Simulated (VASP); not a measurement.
Runs of VASP 6.6.1 on SnRu4. The structure is that of space group Pm-3m (No. 221), or close to it. The cells are those of the table. The cell was generated, and may not be a known phase.

| task | spin | cell | gap on the mesh (eV) | pressure (GPa) |
| --- | --- | --- | --- | --- |
| single point | off | a = 4.306 Å, 5 atoms | none | 62.6 |
| single point | off | a = 4.718 Å, 5 atoms | none | 0.3 |
| relaxation of cell and atoms | off | relaxed from a = 4.306 Å, 5 atoms | none | 0.1 |
| single point | collinear, ferromagnetic start | a = 4.718 Å, 5 atoms | none | (a) |

Alike in all rows: level PBE; potentials or basis VASP PAW PBE potentials, release 64 (Sn_d, Ru_pv); k mesh 4 × 4 × 4; cutoff (eV) 500; smearing gaussian 0.1 eV.

Problem. Estimate the missing entries.

Solution. (a) 3.4.

Caveats: some runs use coarse meshes; spin-orbit coupling is left out, which moves the levels of the heavy elements; the cell stands under pressure (at least some runs).

A k mesh can miss the band edges, and the runs leave out spin-orbit coupling on Ru, Sn.

A gap of «none» marks levels without a gap at the run's occupations.
